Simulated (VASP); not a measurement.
Set up this calculation in VASP 6.6.1, as the native input.

| Quantity | Value |
| --- | --- |
| Task | single point |
| Functional | PBEsol |
| Potentials or basis | VASP PAW PBE potentials, release 64 (Sn_d, Se) |
| Cutoff | 520 eV |
| k mesh | 6 × 6 × 6 |
| Occupations | fermi-dirac, width 0.02 eV |
| Spin | no spin polarisation |
| Dipole correction | no |
| Further INCAR settings | ALGO = Normal; EDIFF = 1e-07; NBANDS = 17 |

The structure of SnSe lies in POSCAR:

```
SnSe
1.0
   -0.0501666667      3.0100000000      3.0100000000
    3.0100000000     -0.0501666667      3.0100000000
    2.9598333333      2.9598333333      0.0000000000
Sn Se
1 1
Direct
    0.0000000000      0.0000000000      0.0000000000
    0.5000000000      0.5000000000      0.5000000000
```

The input as run:

INCAR

```
PREC = Accurate
ENCUT = 520
EDIFF = 1E-7
ISMEAR = -1
SIGMA = 0.02
LREAL = F
LASPH = T
NELM = 100
ALGO = Normal
ISIF = 2
LWAVE = F
LCHARG = T
GGA = PS
LELF = T
LVHAR = T
NBANDS = 17
```

KPOINTS

```
regular mesh
0
Gamma
  6 6 6
```

Potentials or basis: VASP PAW PBE potentials, release 64 (Sn_d, Se).

Command:

```console
$ cat potpaw_PBE.64/Sn_d/POTCAR potpaw_PBE.64/Se/POTCAR > POTCAR
$ mpirun -np 1 vasp_std > vasp.out
```

Results of the run:

| Quantity | Value |
| --- | --- |
| Pressure | -2.3 GPa |
| Band gap on the k mesh | 0.49 eV, indirect (least direct gap 0.65 eV) |

Caveat: the PAW data sets were made with another functional, which shifts forces and pressure a little; spin-orbit coupling is left out, which moves the levels of the heavy elements.

It took 18 s on 1 thread of AMD EPYC 9R45 96-Core Processor (Zen 5) (shared host), peak memory 0.17 GiB.
